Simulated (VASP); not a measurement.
Be5Au, 6 atoms in the cell. The structure is cubic, space group F-43m (No. 216). Conventional cell: a = 6.217 Å, b = 6.217 Å, c = 6.217 Å, α = 90.00°, β = 90.00°, γ = 90.00°. Within 2.9 Å of Be (site symmetry 3m) lie 9 Be at 2.19 to 2.58 Å and 3 Au at 2.58 Å. Within 3.4 Å of Be (site symmetry -43m) lie 12 Be at 2.58 Å and 4 Au at 2.69 Å. Within 3.4 Å of Au (site symmetry -43m) lie 16 Be at 2.58 to 2.69 Å. 

| Property | Result |
| --- | --- |
| Program | VASP 6.6.1 |
| Task | relaxation of the atoms |
| Functional | r2SCAN |
| Potentials or basis | VASP PAW PBE potentials, release 64 (Be, Au) |
| Cutoff | 520 eV |
| k mesh | 10 × 10 × 10 |
| Occupations | gaussian, width 0.1 eV |
| Spin | no spin polarisation |
| Dipole correction | no |
| Further INCAR settings | ALGO = Normal; EDIFF = 1e-06; IBRION = 2; EDIFFG = -0.01; NSW = 50 |

Potentials or basis: VASP PAW PBE potentials, release 64 (Be, Au).

Command:

```sh
$ cat potpaw_PBE.64/Be/POTCAR potpaw_PBE.64/Au/POTCAR > POTCAR
$ cp INCAR.step1 INCAR
$ mpirun -np 1 vasp_std > vasp.out
$ cp INCAR.step2 INCAR
$ mpirun -np 1 vasp_std > vasp.out
```

Hardware: 1 thread of Intel Xeon 8259CL, on a shared host.

Q: Estimate the wall time of this run.

A: Run time: 6.1 min on 1 thread of Intel Xeon 8259CL, with other jobs on the host, peak memory 0.24 GiB. Counts: k points 47, ion steps 2.
